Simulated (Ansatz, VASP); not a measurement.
Two plane-wave programs on WSe2

Contents of INCAR:

```
PREC = Accurate
ENCUT = 520
EDIFF = 1E-7
ISMEAR = -1
SIGMA = 0.02
LREAL = F
LASPH = T
NELM = 60
ALGO = Normal
ISIF = 2
LWAVE = F
LCHARG = F
GGA = PE
NBANDS = 35
```

KPOINTS

```
regular mesh
0
Gamma
  12 12 2
```

The input POSCAR:

```
WSe2
1.0
    3.3630926442      0.0000000000      0.0000000000
   -1.6815463221      2.9125236652      0.0000000000
    0.0000000000      0.0000000000     13.4021714208
W Se
2 4
Direct
    0.6666666667      0.3333333333      0.2500252499
    0.3333333333      0.6666666667      0.7499747501
    0.3333333333      0.6666666667      0.3728355170
    0.6666666667      0.3333333333      0.8727850207
    0.3333333333      0.6666666667      0.1272149793
    0.6666666667      0.3333333333      0.6271644830
```

Input for Ansatz:

```yaml
crystal:
  lattice:
    - [3.3630926442, 0.0, 0.0]
    - [-1.6815463221, 2.9125236652, 0.0]
    - [0.0, 0.0, 13.4021714208]
  atoms:
    - { symbol: W, position: [0.6666666667, 0.3333333333, 0.2500252499] }
    - { symbol: W, position: [0.3333333333, 0.6666666667, 0.7499747501] }
    - { symbol: Se, position: [0.3333333333, 0.6666666667, 0.372835517] }
    - { symbol: Se, position: [0.6666666667, 0.3333333333, 0.8727850207] }
    - { symbol: Se, position: [0.3333333333, 0.6666666667, 0.1272149793] }
    - { symbol: Se, position: [0.6666666667, 0.3333333333, 0.627164483] }
kpoints:
  mp_grid: { grid: [12, 12, 2] }
  band_path:
    path:
      - [0.0, 0.0, 0.0]
      - [0.5, 0.0, 0.0]
      - [0.3333333333, 0.3333333333, 0.0]
      - [0.0, 0.0, 0.5]
      - [0.5, 0.0, 0.5]
      - [0.3333333333, 0.3333333333, 0.5]
    npoints: 1
hamiltonian:
  xc: pbe
scf:
  occupations: { method: fermi_dirac, width: 0.02 }
  n_extra_bands: 5
output:
  forces: true
  stress: true
  eigenvalues: true
```

Change from the starting cell: hydrostatic strain +1.9%.

Alike in both runs: task single point; functional PBE; k mesh 12 × 12 × 2; occupations fermi-dirac, width 0.02 eV; no spin polarisation.

|  | VASP | Ansatz |
| --- | --- | --- |
| version | VASP 6.6.1 | Ansatz 0.2.0 |
| potentials or method | VASP PAW PBE potentials, release 64 (W_sv, Se) | plane waves, PAW |
| plane-wave cutoff (eV) | 520 | 420 |
| valence electrons in the cell | 52 | 92 |

```csv
,VASP,Ansatz,Ansatz less VASP
gap on the k mesh at the Fermi level (eV),0.99,1.00,+0.008
pressure (GPa),0.3,0.0,-0.28
"traceless stress, the component that is largest in VASP (GPa)",3.15,3.08,-0.065
rms of the force components (eV/Å),0.138,0.117,-0.0209
```

Atom by atom the forces differ by 0.021 eV/Å (rms over components). VASP's potentials hold 52 valence electrons a cell and Ansatz's 92, so a difference there can come from the potentials and not from the codes.

Spin-orbit coupling is off throughout.
